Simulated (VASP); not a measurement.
# B (Pnnm) in VASP: single point with LDA

Aim: the single point of B with LDA.

All numbers are computed with VASP 6.6.1; they aren't measurements. Logs are shortened: lines on timing, memory, paths and dates and some standing lists are left out, and cuts for length are marked.

## (1) The cell of the first run

It takes space group Pnnm (No. 58, orthorhombic). Conventional cell: a = 4.983 Å, b = 5.547 Å, c = 6.822 Å, α = 90.00°, β = 90.00°, γ = 90.00°. Within 2.3 Å of B (site symmetry 1) lie 7 B at 1.74 to 2.02 Å. B (site symmetry m) has 6 B at 1.66 to 1.78 Å within 2.2 Å. B (site symmetry m) has 6 B at 1.64 to 1.76 Å within 2.2 Å. B (site symmetry 1) has 7 B at 1.71 to 1.87 Å within 2.3 Å. Within 2.2 Å of B (site symmetry m) lie 6 B at 1.66 to 2.02 Å.

## (2) Single point, LDA

INCAR reads:

```
SYSTEM = B
PREC = Accurate
ENCUT = 520
EDIFF = 1E-6
ISMEAR = 0
SIGMA = 0.02
LREAL = Auto
LASPH = .True.
NELM = 60
ALGO = Normal
ISIF = 2
LWAVE = .False.
LCHARG = .False.
NBANDS = 62
```

KPOINTS reads:

```
regular mesh
0
Gamma
  6 6 4
  0 0 0
```

POSCAR reads:

```
B
1.0
    4.9830290555      0.0000000000      0.0000000000
    0.0000000000      5.5474970511      0.0000000000
    0.0000000000      0.0000000000      6.8221217904
B
28
Direct
    0.6525733481      0.9080303431      0.2899919253
    0.3474266519      0.0919696569      0.2899919253
    0.1525733481      0.5919696569      0.2100080747
    0.8474266519      0.4080303431      0.2100080747
    0.3474266519      0.0919696569      0.7100080747
    0.6525733481      0.9080303431      0.7100080747
    0.8474266519      0.4080303431      0.7899919253
    0.1525733481      0.5919696569      0.7899919253
    0.1486112001      0.7712327051      0.0000000000
    0.8513887999      0.2287672949      0.0000000000
    0.6486112001      0.7287672949      0.5000000000
    0.3513887999      0.2712327051      0.5000000000
    0.8352105762      0.9915249205      0.5000000000
    0.1647894238      0.0084750795      0.5000000000
    0.3352105762      0.5084750795      0.0000000000
    0.6647894238      0.4915249205      0.0000000000
    0.3399736817      0.7813036244      0.3744274183
    0.6600263183      0.2186963756      0.3744274183
    0.8399736817      0.7186963756      0.1255725817
    0.1600263183      0.2813036244      0.1255725817
    0.6600263183      0.2186963756      0.6255725817
    0.3399736817      0.7813036244      0.6255725817
    0.1600263183      0.2813036244      0.8744274183
    0.8399736817      0.7186963756      0.8744274183
    0.1709223353      0.5231295390      0.5000000000
    0.8290776647      0.4768704610      0.5000000000
    0.6709223353      0.9768704610      0.0000000000
    0.3290776647      0.0231295390      0.0000000000
```

Potentials or basis: VASP PAW LDA potentials, release 64 (B).

Run with:

```
$ cat potpaw_LDA.64/B/POTCAR > POTCAR
$ mpirun -np 1 vasp_std > vasp.out
```

OUTCAR:

```text
SYSTEM = B
   PREC = Accurate
   ENCUT = 520
   EDIFF = 1E-6
   ISMEAR = 0
   LREAL = Auto
   LASPH = .True.
   NELM = 60
   ISIF = 2

 ion  position               nearest neighbor table
   1  0.653  0.908  0.290-  11 1.74  13 1.76  19 1.80  17 1.80  18 1.82   2 1.83  27 2.02
   2  0.347  0.092  0.290-  12 1.74  14 1.76  20 1.80  18 1.80  17 1.82   1 1.83  28 2.02
   3  0.153  0.592  0.210-   9 1.74  15 1.76  17 1.80  19 1.80  20 1.82   4 1.83  25 2.02
   4  0.847  0.408  0.210-  10 1.74  16 1.76  18 1.80  20 1.80  19 1.82   3 1.83  26 2.02
   5  0.347  0.092  0.710-  12 1.74  14 1.76  23 1.80  21 1.80  22 1.82   6 1.83  28 2.02
   6  0.653  0.908  0.710-  11 1.74  13 1.76  24 1.80  22 1.80  21 1.82   5 1.83  27 2.02
   7  0.847  0.408  0.790-  10 1.74  16 1.76  21 1.80  23 1.80  24 1.82   8 1.83  26 2.02
   8  0.153  0.592  0.790-   9 1.74  15 1.76  22 1.80  24 1.80  23 1.82   7 1.83  25 2.02
   9  0.149  0.771  0.000-  28 1.66  15 1.73   3 1.74   8 1.74  24 1.78  19 1.78
  10  0.851  0.229  0.000-  27 1.66  16 1.73   4 1.74   7 1.74  23 1.78  20 1.78
  11  0.649  0.729  0.500-  26 1.66  13 1.73   1 1.74   6 1.74  22 1.78  17 1.78
  12  0.351  0.271  0.500-  25 1.66  14 1.73   2 1.74   5 1.74  21 1.78  18 1.78
  13  0.835  0.992  0.500-  14 1.64  11 1.73  18 1.76  21 1.76   1 1.76   6 1.76
  14  0.165  0.008  0.500-  13 1.64  12 1.73  17 1.76  22 1.76   2 1.76   5 1.76
  15  0.335  0.508  0.000-  16 1.64   9 1.73  20 1.76  23 1.76   3 1.76   8 1.76
  16  0.665  0.492  0.000-  15 1.64  10 1.73  19 1.76  24 1.76   4 1.76   7 1.76
  17  0.340  0.781  0.374-  22 1.71  14 1.76  11 1.78   3 1.80   1 1.80   2 1.82  25 1.87
  18  0.660  0.219  0.374-  21 1.71  13 1.76  12 1.78   4 1.80   2 1.80   1 1.82  26 1.87
  19  0.840  0.719  0.126-  24 1.71  16 1.76   9 1.78   1 1.80   3 1.80   4 1.82  27 1.87
  20  0.160  0.281  0.126-  23 1.71  15 1.76  10 1.78   2 1.80   4 1.80   3 1.82  28 1.87
  21  0.660  0.219  0.626-  18 1.71  13 1.76  12 1.78   7 1.80   5 1.80   6 1.82  26 1.87
  22  0.340  0.781  0.626-  17 1.71  14 1.76  11 1.78   8 1.80   6 1.80   5 1.82  25 1.87
  23  0.160  0.281  0.874-  20 1.71  15 1.76  10 1.78   5 1.80   7 1.80   8 1.82  28 1.87
  24  0.840  0.719  0.874-  19 1.71  16 1.76   9 1.78   6 1.80   8 1.80   7 1.82  27 1.87
  25  0.171  0.523  0.500-  12 1.66  26 1.72  22 1.87  17 1.87   3 2.02   8 2.02
  26  0.829  0.477  0.500-  11 1.66  25 1.72  21 1.87  18 1.87   4 2.02   7 2.02
  27  0.671  0.977  0.000-  10 1.66  28 1.72  24 1.87  19 1.87   1 2.02   6 2.02
  28  0.329  0.023  0.000-   9 1.66  27 1.72  23 1.87  20 1.87   2 2.02   5 2.02

  LATTYP: Found a simple orthorhombic cell.
 ALAT       =     4.9830290555
 B/A-ratio  =     1.1132780863
 C/A-ratio  =     1.3690712445

  Lattice vectors:

 A1 = (   4.9830290555,   0.0000000000,   0.0000000000)
 A2 = (   0.0000000000,   5.5474970511,   0.0000000000)
 A3 = (   0.0000000000,   0.0000000000,   6.8221217904)

Analysis of symmetry for initial positions (statically):
=====================================================================
 Subroutine PRICEL returns:
 Original cell was already a primitive cell.

 Routine SETGRP: Setting up the symmetry group for a
 simple orthorhombic supercell.

 Subroutine GETGRP returns: Found  8 space group operations
 (whereof  4 operations were pure point group operations)
 out of a pool of  8 trial point group operations.

[... 190 lines left out ...]
  Fermi-wavevector in a.u.,A,eV,Ry     =   1.250253  2.362636 21.267713  1.563133
  Thomas-Fermi vector in A             =   2.384256
   LORBIT       =      0    0 simple, 1 ext, 2 COOP (PROOUT), +10 PAW based schemes
   GGA     = CA    functional components
   LHFCALC =     F    Hartree Fock is set to
   AEXX    =    0.0000 exact exchange contribution
   IVDW    =     0    specifies the selected vdW correction
   LEPSILON=     F    determine dielectric tensor
   LRPA    =     F    only Hartree local field effects (RPA)
 non-spin polarized calculation
 Gauss-broadening in eV      SIGMA  =   0.02
  energy-cutoff  :      520.00
  volume of cell :      188.59
 maximum number of plane-waves:      5110
 NGX is ok and might be reduce to    40
   NGX = 19   NGY = 21   NGZ = 25

 number of electron      83.9999999 magnetization

 Free energy of the ion-electron system (eV)
  ---------------------------------------------------
  ext. energy  EPLUGINS =         0.00000000
  ---------------------------------------------------
  free energy    TOTEN  =      -208.42650878 eV

  energy without entropy =     -208.42650878  energy(sigma->0) =     -208.42650878

 E-fermi :   6.6307     XC(G=0): -12.0845

 val. band max:        6.5248244664   @ k =   0.0000   0.0000   0.0000
 cond. band min:       8.0481973363   @ k =   0.1667   0.3333   0.5000
 fundamental gap:      1.5233728699
 Fermi energy:         6.6307458993

 k-point     1 :       0.0000    0.0000    0.0000
  band No.  band energies     occupation
      1      -9.6072      2.00000
      2      -8.4533      2.00000
      3      -6.1703      2.00000
      4      -5.7937      2.00000
      5      -5.3101      2.00000
      6      -5.1740      2.00000
[... 1357 lines left out ...]
     53      11.7526      0.00000
     54      11.7526      0.00000

 [... further k-points ...]

 [bands above 54 left out]

------------------------ aborting loop because EDIFF is reached ----------------------------------------

  FORCE on cell =-STRESS in cart. coord.  units (eV):
  Direction    XX          YY          ZZ          XY          YZ          ZX
  --------------------------------------------------------------------------------------
  -------------------------------------------------------------------------------------
  Total        0.3472200      0.3709205      0.4286759      0.0000000      0.0000000      0.0000000
  in kB        2.9498865      3.1512400      3.6419143      0.0000000      0.0000000      0.0000000
  external PRESSURE =       3.2476803 kB  Pullay stress =       0.0000000 kB

 VOLUME and BASIS-vectors are now :
 -----------------------------------------------------------------------------
  energy-cutoff  :      520.00
  volume of cell :      188.59
      direct lattice vectors                 reciprocal lattice vectors
     4.983029056  0.000000000  0.000000000     0.200681150  0.000000000  0.000000000
     0.000000000  5.547497051  0.000000000     0.000000000  0.180261475  0.000000000
     0.000000000  0.000000000  6.822121790     0.000000000  0.000000000  0.146581962

 POSITION                                       TOTAL-FORCE (eV/Angst)
 -----------------------------------------------------------------------------------
      3.25179      5.03730      1.97836         0.003715      0.000743     -0.012965
      1.73124      0.51020      1.97836        -0.003715     -0.000743     -0.012965
      0.76028      3.28395      1.43270         0.003715     -0.000743      0.012965
      4.22275      2.26355      1.43270        -0.003715      0.000743      0.012965
      1.73124      0.51020      4.84376        -0.003715     -0.000743      0.012965
      3.25179      5.03730      4.84376         0.003715      0.000743      0.012965
[... 20 lines left out ...]
      3.34323      5.41919      0.00000         0.001470     -0.004277      0.000000
      1.63980      0.12831      0.00000        -0.001470      0.004277      0.000000
 -----------------------------------------------------------------------------------
    total drift:                               -0.000000      0.000000      0.000000

  FREE ENERGIE OF THE ION-ELECTRON SYSTEM (eV)
  ---------------------------------------------------
  free  energy   TOTEN  =      -208.4265087843 eV

  energy  without entropy=     -208.4265087843  energy(sigma->0) =     -208.42650878
```

stdout:

```text
POSCAR found type information on POSCAR B
 POSCAR found :  1 types and      28 ions
 scaLAPACK will be used
 LDA part: xc-table for (Slater(with rela. corr.)+CA(PZ))
 , standard interpolation
 POSCAR, INCAR and KPOINTS ok, starting setup
 FFT: planning ... GRIDC
 FFT: planning ... GRID_SOFT
 FFT: planning ... GRID
 WAVECAR not read
 entering main loop
```

Run time: 6.1 min. Hardware: 1 thread of Intel Xeon 6975P-C (Granite Rapids), shared host; peak memory 0.45 GiB.

What came out:

```yaml
Free_energy: -208.4265 eV
Pressure: 0.3 GPa
Largest_force: 0.015 eV/Å
Band_gap_on_the_k_mesh: 1.52 eV (least direct gap 1.66 eV)
```

Forces on the atoms (eV/Å):
```
B    0.004  0.001 -0.013
B   -0.004 -0.001 -0.013
B    0.004 -0.001  0.013
B   -0.004  0.001  0.013
B   -0.004 -0.001  0.013
B    0.004  0.001  0.013
B   -0.004  0.001 -0.013
B    0.004 -0.001 -0.013
B    0.002  0.013  0.000
B   -0.002 -0.013  0.000
B    0.002 -0.013  0.000
B   -0.002  0.013  0.000
B    0.014 -0.002  0.000
B   -0.014  0.002  0.000
B    0.014  0.002  0.000
B   -0.014 -0.002  0.000
B   -0.003 -0.007 -0.012
B    0.003  0.007 -0.012
B   -0.003  0.007  0.012
B    0.003 -0.007  0.012
B    0.003  0.007  0.012
B   -0.003 -0.007  0.012
B    0.003 -0.007 -0.012
B   -0.003  0.007 -0.012
B    0.001  0.004  0.000
B   -0.001 -0.004  0.000
B    0.001 -0.004  0.000
B   -0.001  0.004  0.000
```

Levels at points of the mesh, in eV from the valence-band top:
| k point | band 38 | band 39 | band 40 | band 41 | band 42 | band 43 | band 44 | band 45 | band 46 | band 47 |
| --- | --- | --- | --- | --- | --- | --- | --- | --- | --- | --- |
| (0.00, 0.00, 0.00) | -1.41 | -1.03 | -0.60 | -0.33 | 0.00 | 2.38 | 2.89 | 3.22 | 3.94 | 3.95 |
| (0.50, 0.00, 0.00) | -2.17 | -1.24 | -1.24 | -0.79 | -0.79 | 2.30 | 2.30 | 3.16 | 3.16 | 3.40 |
| (0.00, 0.50, 0.00) | -1.93 | -1.46 | -1.46 | -1.22 | -1.22 | 2.17 | 2.17 | 2.72 | 2.72 | 4.12 |
| (0.50, 0.50, 0.00) | -2.26 | -2.23 | -2.23 | -1.50 | -1.50 | 2.10 | 2.10 | 2.74 | 2.74 | 4.70 |
| (0.00, 0.00, 0.50) | -1.75 | -0.66 | -0.66 | -0.20 | -0.20 | 1.90 | 1.90 | 3.88 | 3.88 | 3.99 |
| (0.50, 0.00, 0.50) | -1.25 | -0.83 | -0.83 | -0.11 | -0.11 | 1.83 | 1.83 | 2.49 | 2.49 | 3.48 |
| (0.00, 0.50, 0.50) | -1.73 | -1.05 | -1.05 | -0.13 | -0.13 | 1.58 | 1.58 | 2.95 | 2.95 | 3.36 |
| (0.50, 0.50, 0.50) | -1.77 | -1.07 | -1.07 | -0.50 | -0.50 | 1.78 | 1.78 | 3.09 | 3.09 | 3.39 |

A k mesh can miss the band edges.
